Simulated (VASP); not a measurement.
Wanted: the native input for a VASP 6.6.1 run.

```
Task                   : single point
Functional             : PBEsol
Potentials or basis    : VASP PAW PBE potentials, release 64 (Sr_sv, O)
Cutoff                 : 520 eV
k mesh                 : 9 × 9 × 9
Occupations            : fermi-dirac, width 0.05 eV
Spin                   : no spin polarisation
Dipole correction      : no
Further INCAR settings : ALGO = Normal; EDIFF = 1e-07; NBANDS = 15
```

The structure of SrO lies in POSCAR:

```
SrO
1.0
    0.0000000000      2.5207226885      2.5207226885
    2.5207226885      0.0000000000      2.5207226885
    2.5207226885      2.5207226885      0.0000000000
Sr O
1 1
Direct
    0.5000000000      0.5000000000      0.5000000000
    0.0000000000      0.0000000000      0.0000000000
```

One way to write it, as run:

INCAR

```
PREC = Accurate ; ENCUT = 520
EDIFF = 1E-7 ; ISMEAR = -1
SIGMA = 0.05 ; LREAL = False
LASPH = True ; NELM = 100
ALGO = Normal ; ISIF = 2
LWAVE = False ; LCHARG = False
GGA = PS ; NBANDS = 15
```

KPOINTS

```
regular mesh
0
Gamma
  9 9 9
```

Potentials or basis: VASP PAW PBE potentials, release 64 (Sr_sv, O).

Run with:

```console
$ cat potpaw_PBE.64/Sr_sv/POTCAR potpaw_PBE.64/O/POTCAR > POTCAR
$ mpirun -np 1 vasp_std > vasp.out
```

Results of the run:

```
Pressure               : 5.8 GPa
Band gap on the k mesh : 3.16 eV, indirect (least direct gap 3.22 eV)
```

Caveat: the PAW data sets were made with another functional, which shifts forces and pressure a little.

It took 11 s on 1 thread of Intel(R) Xeon(R) Platinum 8559C (Emerald Rapids) (shared host), peak memory 0.16 GiB.
